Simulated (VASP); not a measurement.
A run of VASP 6.6.1:

INCAR

```
SYSTEM = Hg
PREC = Accurate ; ENCUT = 500
EDIFF = 1E-7 ; ISMEAR = -1
SIGMA = 0.1 ; LREAL = .False.
LASPH = .True. ; NELM = 120
ALGO = Normal ; ISIF = 3
LWAVE = .False. ; LCHARG = .False.
GGA = RP ; IBRION = 2
NSW = 80 ; EDIFFG = -0.01
GGA_COMPAT = .False. ; NELMIN = 4
```

Contents of KPOINTS:

```
regular mesh
0
Gamma
  9 9 9
  0 0 0
```

The input POSCAR:

```
Hg
1.0
    0.0000000000      3.1463715427      3.1463715427
    3.1463715427      0.0000000000      3.1463715427
    3.1463715427      3.1463715427      0.0000000000
Hg
2
Direct
    0.1250000000      0.1250000000      0.1250000000
    0.8750000000      0.8750000000      0.8750000000
```

Potentials or basis: VASP PAW PBE potentials, release 64 (Hg).

The run is started by

```sh
$ cat potpaw_PBE.64/Hg/POTCAR > POTCAR
$ mpirun -np 1 vasp_std > vasp.out
```

Hardware: 1 thread of Intel(R) Xeon(R) Platinum 8488C (Sapphire Rapids), with other jobs on the host.

Problem. Estimate the wall time of this run.

Solution. Wall time 2.2 min on 1 thread of Intel(R) Xeon(R) Platinum 8488C (Sapphire Rapids), with other jobs on the host, peak memory 0.19 GiB. Counts: scf iterations 124, k points 35, ion steps 11.
